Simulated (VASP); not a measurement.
Set up this calculation in VASP 6.6.1, as the native input.

```yaml
Task: electric field gradients
Functional: PBE
Potentials_or_basis: VASP PAW PBE potentials, release 64 (Cd)
Cutoff: 400 eV
k_mesh: 16 × 16 × 7
Occupations: fermi-dirac, width 0.05 eV
Spin: no spin polarisation
Dipole_correction: no
Further_INCAR_settings: ALGO = Normal; EDIFF = 1e-08; NBANDS = 19
```

The structure of Cd lies in POSCAR:

```
Cd
1.0
    2.9487808294      0.0000000000      0.0000000000
   -1.4743904147      2.5537191084      0.0000000000
    0.0000000000      0.0000000000      5.5609021808
Cd
2
Direct
    0.3333333333      0.6666666667      0.2500000000
    0.6666666667      0.3333333333      0.7500000000
```

The input as run:

INCAR

```
  PREC = Accurate
  ENCUT = 400
  EDIFF = 1E-8
  ISMEAR = -1
  SIGMA = 0.05
  LREAL = False
  LASPH = True
  NELM = 120
  ALGO = Normal
  ISIF = 2
  LWAVE = False
  LCHARG = False
  GGA = PE
  LEFG = True
  NBANDS = 19
  GGA_COMPAT = False
```

KPOINTS

```
regular mesh
0
Gamma
  16 16 7
```

Potentials or basis: VASP PAW PBE potentials, release 64 (Cd).

Launch:

```sh
$ cat potpaw_PBE.64/Cd/POTCAR > POTCAR
$ mpirun -np 1 vasp_std > vasp.out
```

Results of the run:

```json
{
 "Pressure": "4.4 GPa",
 "Band gap on the k mesh": "zero (bands 12 and 13 overlap by 3.98 eV)",
 "Largest electric field gradient by atom": "Cd +84.0 V/Å²"
}
```

Caveat: the cell stands under pressure; without QUAD_EFG the Cq values of the log hold for a quadrupole moment of 1 mb, not for the nuclei.

Run time: 110 s on 1 thread of Intel Xeon 8259CL, on a shared host, peak memory 0.17 GiB.
